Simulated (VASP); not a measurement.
Wanted: the native input for a VASP 6.6.1 run.

| Property | Result |
| --- | --- |
| Task | single point |
| Functional | LDA |
| Potentials or basis | VASP PAW LDA potentials, release 64 (Sr_sv, O) |
| Cutoff | 520 eV |
| k mesh | 9 × 9 × 4 |
| Occupations | gaussian, width 0.05 eV |
| Spin | no spin polarisation |
| Dipole correction | no |
| Further INCAR settings | ALGO = Normal; EDIFF = 1e-06; NBANDS = 24 |

The structure of SrO lies in POSCAR:

```
SrO
1.0
    3.2557369077      0.0000000000      0.0000000000
   -1.6278684539      2.8195508701      0.0000000000
    0.0000000000      0.0000000000      7.4056696717
Sr O
2 2
Direct
    0.3333333333      0.6666666667      0.2500000000
    0.6666666667      0.3333333333      0.7500000000
    0.0000000000      0.0000000000      0.0000000000
    0.0000000000      0.0000000000      0.5000000000
```

This cell differs from its parent crystal: ratio of the length along z to the lengths across it x 1.3, volume and fractional coordinates fixed.

These files were run (other wordings do the same):

INCAR

```
PREC = Accurate
ENCUT = 520
EDIFF = 1E-6
ISMEAR = 0
SIGMA = 0.05
LREAL = False
LASPH = True
NELM = 60
ALGO = Normal
ISIF = 2
LWAVE = False
LCHARG = False
NBANDS = 24
```

KPOINTS

```
regular mesh
0
Gamma
  9 9 4
```

Potentials or basis: VASP PAW LDA potentials, release 64 (Sr_sv, O).

Command:

```sh
$ cat potpaw_LDA.64/Sr_sv/POTCAR potpaw_LDA.64/O/POTCAR > POTCAR
$ mpirun -np 1 vasp_std > vasp.out
```

It gave:

```yaml
Pressure: -8.1 GPa
Band_gap_on_the_k_mesh: 1.38 eV, direct
```

It took 86 s on 1 thread of AMD EPYC 7571 (shared host), peak memory 0.16 GiB.
